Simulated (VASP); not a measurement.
# Cu (Fm-3m) in VASP: further runs, part 2 of 2

VASP 6.6.1.

## (3) Single point, r2SCAN

This run uses another cell than the first one, of 11.37 Å³/atom.

The input, POSCAR:

```
Cu
1.0
    0.0000000000      1.7847836809      1.7847836809
    1.7847836809      0.0000000000      1.7847836809
    1.7847836809      1.7847836809      0.0000000000
Cu
1
Direct
    0.0000000000      0.0000000000      0.0000000000
```

The input, INCAR.step1:

```
PREC     = Accurate       # precision mode
ENCUT    = 520            # plane-wave cutoff, eV
ISMEAR   = -1             # smearing method
SIGMA    = 0.1            # smearing width, eV
LREAL    = F              # projectors in reciprocal space
LASPH    = T              # aspherical terms in the spheres
NELM     = 60             # most SCF steps
NBANDS   = 12             # bands
GGA      = PE             # functional
ALGO     = Normal         # electronic algorithm
EDIFF    = 1E-4           # SCF threshold, eV
LWAVE    = T              # write WAVECAR
LCHARG   = F              # write CHGCAR
```

The input, INCAR.step2:

```
PREC     = Accurate       # precision mode
ENCUT    = 520            # plane-wave cutoff, eV
EDIFF    = 1E-6           # SCF threshold, eV
ISMEAR   = -1             # smearing method
SIGMA    = 0.1            # smearing width, eV
LREAL    = F              # projectors in reciprocal space
LASPH    = T              # aspherical terms in the spheres
NELM     = 60             # most SCF steps
ALGO     = Normal         # electronic algorithm
ISIF     = 2              # what is computed and relaxed
LWAVE    = F              # write WAVECAR
LCHARG   = F              # write CHGCAR
METAGGA  = R2SCAN         # meta-GGA
LMIXTAU  = T            
NBANDS   = 12             # bands
ISTART   = 1
```

The input, KPOINTS:

```
Automatic mesh
0
Gamma
  26 26 26
```

Potentials or basis: VASP PAW PBE potentials, release 64 (Cu).

Started as:

```
$ cat potpaw_PBE.64/Cu/POTCAR > POTCAR
$ cp INCAR.step1 INCAR
$ mpirun -np 1 vasp_std > vasp.out
$ cp INCAR.step2 INCAR
$ mpirun -np 1 vasp_std > vasp.out
```

OUTCAR:

```text
PREC = Accurate
   ENCUT = 520
   EDIFF = 1E-6
   ISMEAR = -1
   LREAL = F
   LASPH = T
   NELM = 60
   ISIF = 2
   METAGGA = R2SCAN
   ISTART = 1

 ion  position               nearest neighbor table
   1  0.000  0.000  0.000-

  LATTYP: Found a face centered cubic cell.
 ALAT       =     3.5695673618

  Lattice vectors:

 A1 = (   0.0000000000,   1.7847836809,   1.7847836809)
 A2 = (   1.7847836809,   0.0000000000,   1.7847836809)
 A3 = (   1.7847836809,   1.7847836809,   0.0000000000)

Analysis of symmetry for initial positions (statically):
=====================================================================
 Subroutine PRICEL returns:
 Original cell was already a primitive cell.

 Routine SETGRP: Setting up the symmetry group for a
 face centered cubic supercell.

 Subroutine GETGRP returns: Found 48 space group operations
 (whereof 48 operations were pure point group operations)
 out of a pool of 48 trial point group operations.

The static configuration has the point symmetry O_h .

Analysis of symmetry for dynamics (positions and initial velocities):
=====================================================================
 Subroutine PRICEL returns:
 Original cell was already a primitive cell.

 Routine SETGRP: Setting up the symmetry group for a
 face centered cubic supercell.

 Subroutine GETGRP returns: Found 48 space group operations
 (whereof 48 operations were pure point group operations)
 out of a pool of 48 trial point group operations.

The dynamic configuration has the point symmetry O_h .

 Subroutine INISYM returns: Found 48 space group operations
 (whereof 48 operations are pure point group operations),
 and found     1 'primitive' translations

----------------------------------------------------------------------------------------

                                     Primitive cell

  volume of cell :      11.3707

  direct lattice vectors                    reciprocal lattice vectors
     0.000000000  1.784783681  1.784783681    -0.280145995  0.280145995  0.280145995
     1.784783681  0.000000000  1.784783681     0.280145995 -0.280145995  0.280145995
     1.784783681  1.784783681  0.000000000     0.280145995  0.280145995 -0.280145995

  length of vectors
     2.524065287  2.524065287  2.524065287     0.485227097  0.485227097  0.485227097

  position of ions in fractional coordinates (direct lattice)
     0.000000000  0.000000000  0.000000000

  ion indices of the primitive-cell ions
   primitive index   ion index
                 1           1

----------------------------------------------------------------------------------------

 KPOINTS: Automatic mesh

Automatic generation of k-mesh.
 Grid dimensions read from file:
 generate k-points for:   26   26   26

 Generating k-lattice:

  Cartesian coordinates                     Fractional coordinates (reciprocal lattice)
    -0.010774846  0.010774846  0.010774846     0.038461538  0.000000000  0.000000000
     0.010774846 -0.010774846  0.010774846     0.000000000  0.038461538  0.000000000
     0.010774846  0.010774846 -0.010774846     0.000000000  0.000000000  0.038461538

  Length of vectors
     0.018662581  0.018662581  0.018662581

  Shift w.r.t. Gamma in fractional coordinates (k-lattice)
     0.000000000  0.000000000  0.000000000

 Subroutine IBZKPT returns following result:
 ===========================================

 Found    511 irreducible k-points:

 Following reciprocal coordinates:
            Coordinates               Weight
  0.000000  0.000000  0.000000      1.000000
  0.038462  0.000000  0.000000      8.000000
  0.076923  0.000000  0.000000      8.000000
  0.115385  0.000000  0.000000      8.000000
  0.153846  0.000000  0.000000      8.000000
  0.192308  0.000000  0.000000      8.000000
[... 16 lines left out ...]
  0.346154  0.038462  0.000000     24.000000
  0.384615  0.038462  0.000000     24.000000
 [... further k-points ...]
   k-points           NKPTS =    511   k-points in BZ     NKDIM =    511   number of bands    NBANDS=     12
   number of dos      NEDOS =    301   number of ions     NIONS =      1
   total plane-waves  NPLWV =   8000
   dimension x,y,z NGX =    20 NGY =   20 NGZ =   20
   dimension x,y,z NGXF=    40 NGYF=   40 NGZF=   40
   ions per type =               1
   NGX,Y,Z   is equivalent  to a cutoff of  13.17, 13.17, 13.17 a.u.
   NGXF,Y,Z  is equivalent  to a cutoff of  26.35, 26.35, 26.35 a.u.
 SYSTEM =  unknown system
   PREC   = accura    normal or accurate (medium, high low for compatibility)
   ISTART =      1    job   : 0-new  1-cont  2-samecut
   ICHARG =      0    charge: 1-file 2-atom 10-const
   ISPIN  =      1    spin polarized calculation?
   LNONCOLLINEAR =      F non collinear calculations
   LSORBIT =      F    spin-orbit coupling
   LASPH  =      T    aspherical Exc in radial PAW
   ENCUT  =  520.0 eV  38.22 Ry    6.18 a.u.   4.69  4.69  4.69*2*pi/ulx,y,z
   NELM   =     60;   NELMIN=  2; NELMDL=  0     # of ELM steps
   EDIFF  = 0.1E-05   stopping-criterion for ELM
   LREAL  =      F    real-space projection
   EDIFFG = 0.1E-04   stopping-criterion for IOM
   NSW    =      0    number of steps for IOM
   IBRION =     -1    ionic relax: 0-MD 1-quasi-New 2-CG
   NFREE  =      0    steps in history (QN), initial steepest desc. (CG)
   ISIF   =      2    stress and relaxation
   ISYM   =      2    0-nonsym 1-usesym 2-fastsym
   POTIM  = 0.5000    time-step for ionic-motion
   TEBEG  =    0.0;   TEEND  =   0.0 temperature during run
   PSTRESS=    0.0 pullay stress
   NELECT =      11.0000    total number of electrons
   NUPDOWN=      -1.0000    fix difference up-down
   EMIN   =  10.00;   EMAX   =-10.00  energy-range for DOS
   EFERMI =   0.00;   METHOD = LEGACY
   ISMEAR =    -1;   SIGMA  =   0.10  broadening in eV -4-tet -1-fermi 0-gaus
   EFERMI_NEDOS =   21; number of points for ismear=-14 and -15
   IALGO  =     38    algorithm
   IMIX   =      4    mixing-type and parameters
     AMIX     =   0.40;   BMIX     =  1.00
     AMIX_MAG =   1.60;   BMIX_MAG =  1.00
  volume/ion in A,a.u.               =      11.37        76.73
  Fermi-wavevector in a.u.,A,eV,Ry     =   1.619112  3.059677 35.667981  2.621523
  Thomas-Fermi vector in A             =   2.713266
   LORBIT       =      0    0 simple, 1 ext, 2 COOP (PROOUT), +10 PAW based schemes
   METAGGA = R2SCAN    functional components
   LHFCALC =     F    Hartree Fock is set to
   AEXX    =    0.0000 exact exchange contribution
   IVDW    =     0    specifies the selected vdW correction
   LEPSILON=     F    determine dielectric tensor
   LRPA    =     F    only Hartree local field effects (RPA)
 non-spin polarized calculation
  energy-cutoff  :      520.00
  volume of cell :       11.37
 maximum number of plane-waves:       331
   NGX =  9   NGY =  9   NGZ =  9

 number of electron      11.0000013 magnetization

 Free energy of the ion-electron system (eV)
  ---------------------------------------------------
  ext. energy  EPLUGINS =         0.00000000
  ---------------------------------------------------
  free energy    TOTEN  =       -10.83082658 eV

  energy without entropy =      -10.82211377  energy(sigma->0) =      -10.82647018

 E-fermi :   7.8930     XC(G=0): -14.0021

 val. band max:        7.8898649716   @ k =   0.5000   0.3462   0.1538
 cond. band min:       7.8953497088   @ k =   0.4615   0.3846   0.0385
 fundamental gap:      0.0054847372
 Fermi energy:         7.8930153054

 k-point     1 :       0.0000    0.0000    0.0000
  band No.  band energies     occupation
      1      -2.0989      2.00000
      2       4.6136      2.00000
      3       4.6137      2.00000
      4       4.6137      2.00000
      5       5.4798      2.00000
      6       5.4798      2.00000
      7      31.5706      0.00000
      8      34.9076      0.00000
      9      34.9076      0.00000
     10      34.9079      0.00000
     11      37.3304      0.00000
     12      37.3304      0.00000
[... 331 lines left out ...]
 k-point    24 :       0.3846    0.0385    0.0000
  band No.  band energies     occupation
      1       1.9654      2.00000
      2       4.6214      2.00000
      3       4.6664      2.00000
      4       4.9020      2.00000
      5       5.9680      2.00000
      6       5.9854      2.00000
      7      15.4862      0.00000
      8      30.1452      0.00000
      9      30.5918      0.00000
     10      32.3398      0.00000
     11      35.2856      0.00000
     12      36.6870      0.00000

 [... further k-points ...]

------------------------ aborting loop because EDIFF is reached ----------------------------------------

  FORCE on cell =-STRESS in cart. coord.  units (eV):
  Direction    XX          YY          ZZ          XY          YZ          ZX
  --------------------------------------------------------------------------------------
  -------------------------------------------------------------------------------------
  Total        0.1062738      0.1062738      0.1062738     -0.0000000     -0.0000000      0.0000000
  in kB       14.9744157     14.9744157     14.9744157     -0.0000000     -0.0000000      0.0000000
  external PRESSURE =      14.9744157 kB  Pullay stress =       0.0000000 kB

 VOLUME and BASIS-vectors are now :
 -----------------------------------------------------------------------------
  energy-cutoff  :      520.00
  volume of cell :       11.37
      direct lattice vectors                 reciprocal lattice vectors
     0.000000000  1.784783681  1.784783681    -0.280145995  0.280145995  0.280145995
     1.784783681  0.000000000  1.784783681     0.280145995 -0.280145995  0.280145995
     1.784783681  1.784783681  0.000000000     0.280145995  0.280145995 -0.280145995

 POSITION                                       TOTAL-FORCE (eV/Angst)
 -----------------------------------------------------------------------------------
      0.00000      0.00000      0.00000        -0.000000      0.000000     -0.000000
 -----------------------------------------------------------------------------------
    total drift:                                0.000000      0.000000      0.000000

  FREE ENERGIE OF THE ION-ELECTRON SYSTEM (eV)
  ---------------------------------------------------
  free  energy   TOTEN  =       -10.8308265803 eV

  energy  without entropy=      -10.8221137717  energy(sigma->0) =      -10.82647018
```

Run time: 2 min. Hardware: 1 thread of Intel Xeon 6975P-C (Granite Rapids), shared host; peak memory 0.18 GiB.

What came out:

| Property | Result |
| --- | --- |
| Free energy | -10.8308 eV |
| Pressure | 1.5 GPa |
| Band gap on the k mesh | zero (an odd number of electrons rules out a gap without spin polarisation) |

Caveat: the PAW data sets were made with another functional, which shifts forces and pressure a little.

## (4) Single point, r2SCAN

This run uses another cell than the first one, of 11.44 Å³/atom.

The input, POSCAR:

```
Cu
1.0
    0.0000000000      1.7884957528      1.7884957528
    1.7884957528      0.0000000000      1.7884957528
    1.7884957528      1.7884957528      0.0000000000
Cu
1
Direct
    0.0000000000      0.0000000000      0.0000000000
```

The input, INCAR.step1:

```
SYSTEM = Cu
PREC = Accurate ; ENCUT = 520
ISMEAR = -1 ; SIGMA = 0.1
LREAL = .False. ; LASPH = .True.
NELM = 60 ; NBANDS = 12
GGA = PE ; ALGO = Normal
EDIFF = 1E-4 ; LWAVE = .True.
LCHARG = .False.
```

The input, INCAR.step2:

```
SYSTEM = Cu
PREC = Accurate ; ENCUT = 520
EDIFF = 1E-6 ; ISMEAR = -1
SIGMA = 0.1 ; LREAL = .False.
LASPH = .True. ; NELM = 60
ALGO = Normal ; ISIF = 2
LWAVE = .False. ; LCHARG = .False.
METAGGA = R2SCAN ; LMIXTAU = .True.
NBANDS = 12 ; ISTART = 1
```

The input, KPOINTS:

```
regular mesh
0
Gamma
  26 26 26
  0 0 0
```

Started as:

```
$ cat potpaw_PBE.64/Cu/POTCAR > POTCAR
$ cp INCAR.step1 INCAR
$ mpirun -np 1 vasp_std > vasp.out
$ cp INCAR.step2 INCAR
$ mpirun -np 1 vasp_std > vasp.out
```

Run time: 2 min. Hardware: 1 thread of Intel Xeon 6975P-C (Granite Rapids), shared host; peak memory 0.18 GiB.

The run converged. Its results:

| Property | Result |
| --- | --- |
| Free energy | -10.8314 eV |
| Pressure | 0.5 GPa |
| Band gap on the k mesh | zero (an odd number of electrons rules out a gap without spin polarisation) |

Levels at points of the mesh, in eV from the Fermi level:
```
           k point  band 2  band 3  band 4  band 5  band 6  band 7  band 8  band 9  band 10  band 11
(0.00, 0.00, 0.00)   -3.26   -3.26   -3.26   -2.40   -2.40   23.63   26.91   26.91    26.91    29.33
(0.50, 0.00, 0.00)   -3.31   -3.31   -1.78   -1.78   -1.16    4.12   22.12   23.64    23.64    26.52
(0.50, 0.50, 0.00)   -4.78   -1.82   -1.62   -1.62    1.55    7.64   14.00   14.00    18.44    21.68
```

Caveat: the PAW data sets were made with another functional, which shifts forces and pressure a little.

## (5) Relaxation of cell and atoms, r2SCAN, target pressure 1 GPa, at which the enthalpy is minimised

This run uses another cell than the first one, of 11.44 Å³/atom.

POSCAR is that of step 4.

The input, INCAR.step1:

```
ALGO = Normal
EDIFF = 1E-4
ENCUT = 600
GGA = PE
ISMEAR = -1
LASPH = True
LCHARG = False
LREAL = False
LWAVE = True
NELM = 100
PREC = Accurate
SIGMA = 0.1
```

The input, INCAR.step2:

```
ALGO = Normal
EDIFF = 1E-6
EDIFFG = -0.002
ENCUT = 600
IBRION = 2
ISIF = 3
ISMEAR = -1
ISTART = 1
LASPH = True
LCHARG = False
LMIXTAU = True
LREAL = False
LWAVE = False
METAGGA = R2SCAN
NELM = 100
NSW = 100
PREC = Accurate
PSTRESS = 10.0
SIGMA = 0.1
```

The input, KPOINTS:

```
k-points
0
Gamma
  26 26 26
```

Potentials or basis: VASP PAW PBE potentials, release 64 (Cu).

Started as:

```
$ cat potpaw_PBE.64/Cu/POTCAR > POTCAR
$ cp INCAR.step1 INCAR
$ mpirun -np 1 vasp_std > vasp.out
$ cp INCAR.step2 INCAR
$ mpirun -np 1 vasp_std > vasp.out
```

OUTCAR:

```text
EDIFF = 1E-6
   EDIFFG = -0.002
   ENCUT = 600
   IBRION = 2
   ISIF = 3
   ISMEAR = -1
   ISTART = 1
   LASPH = True
   LREAL = False
   METAGGA = R2SCAN
   NELM = 100
   NSW = 100
   PREC = Accurate
   PSTRESS = 10.0

 ion  position               nearest neighbor table
   1  0.000  0.000  0.000-

  LATTYP: Found a face centered cubic cell.
 ALAT       =     3.5769915056

  Lattice vectors:

 A1 = (   0.0000000000,   1.7884957528,   1.7884957528)
 A2 = (   1.7884957528,   0.0000000000,   1.7884957528)
 A3 = (   1.7884957528,   1.7884957528,   0.0000000000)

Analysis of symmetry for initial positions (statically):
=====================================================================
[... 366 lines left out ...]

 val. band max:        7.8350860992   @ k =   0.5000   0.3462   0.1538
 cond. band min:       7.8440401772   @ k =   0.4615   0.3846   0.0385
 fundamental gap:      0.0089540779
 Fermi energy:         7.8401733073

 k-point     1 :       0.0000    0.0000    0.0000
  band No.  band energies     occupation
      1      -2.1178      2.00000
      2       4.5746      2.00000
      3       4.5747      2.00000
      4       4.5747      2.00000
      5       5.4350      2.00000
      6       5.4350      2.00000
      7      31.4838      0.00000
      8      34.7884      0.00000
      9      34.7884      0.00000
[... 265 lines left out ...]
 k-point    24 :       0.3846    0.0385    0.0000
  band No.  band energies     occupation
      1       1.9377      2.00000
      2       4.5824      2.00000
      3       4.6271      2.00000
      4       4.8635      2.00000
      5       5.9203      2.00000
      6       5.9381      2.00000
      7      15.4085      0.00000
      8      30.0574      0.00000
      9      30.4775      0.00000

 [... further k-points ...]

------------------------ aborting loop because EDIFF is reached ----------------------------------------

  FORCE on cell =-STRESS in cart. coord.  units (eV):
  Direction    XX          YY          ZZ          XY          YZ          ZX
  --------------------------------------------------------------------------------------
  -------------------------------------------------------------------------------------
  Total        0.0723067      0.0723067      0.0723067     -0.0000000      0.0000000      0.0000000
  in kB       10.1467544     10.1467544     10.1467544     -0.0000000      0.0000000      0.0000000
  external PRESSURE =       0.1467544 kB  Pullay stress =      10.0000000 kB
[... 20 lines left out ...]
  energy  without entropy=      -10.8227864222  energy(sigma->0) =      -10.82715151

  enthalpy is  TOTEN    =       -10.7602557224 eV   P V=        0.0712608707

 reached required accuracy - stopping structural energy minimisation
```

OUTCAR.step1:

```text
EDIFF = 1E-4
   ENCUT = 600
   GGA = PE
   ISMEAR = -1
   LASPH = True
[... 502 lines left out ...]

 POSITION                                       TOTAL-FORCE (eV/Angst)
 -----------------------------------------------------------------------------------
      0.00000      0.00000      0.00000         0.000000     -0.000000      0.000000
 -----------------------------------------------------------------------------------
    total drift:                                0.000000      0.000000      0.000000

  FREE ENERGIE OF THE ION-ELECTRON SYSTEM (eV)
  ---------------------------------------------------
  free  energy   TOTEN  =        -3.7204040475 eV

  energy  without entropy=       -3.7112020256  energy(sigma->0) =       -3.71580304
```

Wall time 5.3 min (1 thread of Intel Xeon 6975P-C (Granite Rapids), shared host); peak memory 0.19 GiB.

What came out:

```
Free energy                                                : -10.8315 eV
Relaxed volume                                             : 11.42 Å³/atom
Relaxed cell                                               : a = 2.528 Å, b = 2.528 Å, c = 2.528 Å, α = 60.00°, β = 60.00°, γ = 60.00°
Space group after relaxing (to 0.1 Å)                      : Fm-3m (No. 225)
Energy change on relaxing (the run minimises the enthalpy) : +0.1 meV/atom
Ionic steps                                                : 6
Pressure after relaxing                                    : 1.0 GPa
Band gap on the k mesh                                     : zero (an odd number of electrons rules out a gap without spin polarisation)
```

The path:
| step | energy change (eV) | largest force (eV/Å) | pressure (GPa) | volume (Å³) |
| --- | --- | --- | --- | --- |
| 1 | 0.0000 | 0.0000 | 0.56 | 11.44 |
| 2 | 0.0003 | 0.0000 | 1.46 | 11.39 |
| 3 | 0.0001 | 0.0000 | 0.86 | 11.42 |
| 4 | 0.0002 | 0.0000 | 1.07 | 11.41 |
| 5 | 0.0001 | 0.0000 | 1.04 | 11.41 |
| 6 | 0.0001 | 0.0000 | 1.01 | 11.42 |

Final structure:
```
Cu
1.0
     0.00000    1.78722    1.78722
     1.78722    0.00000    1.78722
     1.78722    1.78722    0.00000
Cu
1
Direct
  0.00000 0.00000 0.00000
```

Levels at points of the mesh, in eV from the Fermi level:
| k point | band 4 | band 5 | band 6 | band 7 | band 8 | band 9 |
| --- | --- | --- | --- | --- | --- | --- |
| (0.00, 0.00, 0.00) | -3.27 | -2.41 | -2.41 | 23.64 | 26.95 | 26.95 |
| (0.50, 0.00, 0.00) | -1.79 | -1.79 | -1.17 | 4.13 | 22.13 | 23.67 |
| (0.50, 0.50, 0.00) | -1.63 | -1.63 | 1.54 | 7.66 | 14.02 | 14.02 |

Caveat: the cell is relaxed towards a set pressure, so the run minimises the enthalpy, not the energy; the PAW data sets were made with another functional, which shifts forces and pressure a little.

## (6) Overview

```tsv
task	cell	cutoff (eV)	gap on the mesh (eV)	pressure (GPa)
single point	a = 2.519 Å, angles 60.0°, 1 atom	520	none	2.5
single point	a = 2.524 Å, angles 60.0°, 1 atom	520	none	1.5
single point	a = 2.529 Å, angles 60.0°, 1 atom	520	none	0.5
relaxation of cell and atoms	relaxed to 1 GPa from a = 2.529 Å, angles 60.0°, 1 atom	600	none	1.0
```

Alike in all rows: level r2SCAN; potentials or basis VASP PAW PBE potentials, release 64 (Cu); no spin polarisation; k mesh 26 × 26 × 26; smearing fermi-dirac 0.1 eV.

Caveats: the PAW data sets were made with another functional, which shifts forces and pressure a little; the cell is relaxed towards a set pressure, so the run minimises the enthalpy, not the energy (at least some runs).

Total energies depend on the potentials used, so only differences within one code and one set of settings carry meaning.
